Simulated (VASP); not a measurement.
Runs of VASP 6.6.1 on NaH. The structure is that of space group Fm-3m (No. 225), or close to it. The cells are those of the table. 

| task | cell | k mesh | smearing | gap on the mesh (eV) | pressure (GPa) |
| --- | --- | --- | --- | --- | --- |
| single point | a = 3.317 Å, angles 60.0°, 2 atoms | 8 × 8 × 8 | gaussian 0.01 eV | 3.54 | -0.1 |
| single point | a = 3.325 Å, angles 59.7°, 2 atoms | 8 × 8 × 8 | gaussian 0.01 eV | 3.50 | -0.1 |
| single point | a = 3.325, b = 3.325, c = 3.317 Å, angles 60.1, 60.1, 59.8°, 2 atoms | 8 × 8 × 8 | gaussian 0.01 eV | (a) | -0.2 |
| relaxation of the atoms | atoms relaxed from a = 3.325 Å, angles 59.7°, 2 atoms | 8 × 8 × 8 | gaussian 0.01 eV | 3.50 | -0.1 |
| single point | a = 3.317 Å, angles 60.0°, 2 atoms | 12 × 12 × 12 | fermi-dirac 0.1 eV | 3.54 | -0.1 |
| single point | a = 3.309, b = 3.309, c = 3.317 Å, angles 59.9, 59.9, 60.2°, 2 atoms | 8 × 8 × 8 | gaussian 0.01 eV | 3.55 | 0.1 |

Alike in all rows: level LDA; potentials or basis VASP PAW LDA potentials, release 64 (Na_pv, H); no spin polarisation; cutoff (eV) 520.

Q: Estimate the missing entries.

A: (a) 3.53.

Caveats: the relaxation stopped at its first step, so nothing moved (some runs).

A k mesh can miss the band edges.
